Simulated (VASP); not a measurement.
A run of VASP 6.6.1:

File POSCAR:

```
GeMo
1.0
    0.0000000000      2.5572126381      2.5572126381
    2.5572126381      0.0000000000      2.5572126381
    2.5572126381      2.5572126381      0.0000000000
Mo Ge
1 1
Direct
    0.0000000000      0.0000000000      0.0000000000
    0.5000000000      0.5000000000      0.5000000000
```

File INCAR.step1:

```
  PREC = Accurate
  ENCUT = 520
  ISMEAR = -1
  SIGMA = 0.08
  LREAL = False
  LASPH = True
  NELM = 100
  NBANDS = 21
  GGA = PE
  ALGO = Normal
  EDIFF = 1E-4
  LWAVE = True
  LCHARG = False
```

Contents of INCAR.step2:

```
  PREC = Accurate
  ENCUT = 520
  EDIFF = 1E-6
  ISMEAR = -1
  SIGMA = 0.08
  LREAL = False
  LASPH = True
  NELM = 100
  ALGO = Normal
  ISIF = 2
  LWAVE = False
  LCHARG = False
  METAGGA = R2SCAN
  LMIXTAU = True
  NBANDS = 21
  ISTART = 1
```

Contents of KPOINTS:

```
Automatic mesh
0
Gamma
  14 14 14
```

Potentials or basis: VASP PAW PBE potentials, release 64 (Mo_sv, Ge_d).

The run is started by

```console
$ cat potpaw_PBE.64/Mo_sv/POTCAR potpaw_PBE.64/Ge_d/POTCAR > POTCAR
$ cp INCAR.step1 INCAR
$ mpirun -np 1 vasp_std > vasp.out
$ cp INCAR.step2 INCAR
$ mpirun -np 1 vasp_std > vasp.out
```

Hardware: 1 thread of Intel(R) Xeon(R) Platinum 8259CL CPU @ 2.50GHz (Skylake/Cascade Lake) (shared host).

**Question.** Estimate the wall time of this run.

**Answer.** Wall time 3.6 min on 1 thread of Intel(R) Xeon(R) Platinum 8259CL CPU @ 2.50GHz (Skylake/Cascade Lake), with other jobs on the host, peak memory 0.22 GiB. Counts: k points 104.
